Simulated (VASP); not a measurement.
Write the native input for VASP 6.6.1 that does the following.

```yaml
Task: single point
Functional: revPBE
Potentials_or_basis: VASP PAW PBE potentials, release 64 (Pd)
Cutoff: 520 eV
k_mesh: 11 × 11 × 11
Occupations: fermi-dirac, width 0.05 eV
Spin: collinear spin
Starting_moments: "[0.45, 0.45] μB"
Dipole_correction: no
Further_INCAR_settings: ALGO = Normal; EDIFF = 1e-07; NBANDS = 21
```

The structure of Pd lies in POSCAR:

```
Pd
1.0
    0.0000000000      2.8129263379      2.8129263379
    2.8129263379      0.0000000000      2.8129263379
    2.8129263379      2.8129263379      0.0000000000
Pd
2
Direct
    0.1250000000      0.1250000000      0.1250000000
    0.8750000000      0.8750000000      0.8750000000
```

This isn't the form of Pd at room conditions, which is fcc.

These files were run (other wordings do the same):

INCAR

```
  PREC = Accurate
  ENCUT = 520
  EDIFF = 1E-7
  ISMEAR = -1
  SIGMA = 0.05
  LREAL = False
  LASPH = True
  NELM = 150
  ALGO = Normal
  ISIF = 2
  LWAVE = False
  LCHARG = True
  ISPIN = 2
  MAGMOM = 0.45 0.45
  LORBIT = 11
  LMAXMIX = 4
  GGA = RE
  LELF = True
  LVHAR = True
  NBANDS = 21
```

KPOINTS

```
regular mesh
0
Gamma
  11 11 11
```

Potentials or basis: VASP PAW PBE potentials, release 64 (Pd).

The run is started by

```console
$ cat potpaw_PBE.64/Pd/POTCAR > POTCAR
$ mpirun -np 1 vasp_std > vasp.out
```

Results of the run:

```yaml
Pressure: 9.9 GPa
Net_moment: 1.00 μB per cell
Site_moments: Pd +0.48 μB
Valence_electrons_inside_the_program's_atomic_spheres: Pd 9.44
```

Caveat: the cell stands under pressure; the PAW data sets were made with another functional, which shifts forces and pressure a little.

It took 2.1 min on 1 thread of Intel Xeon 8259CL, with other jobs on the host, peak memory 0.23 GiB.
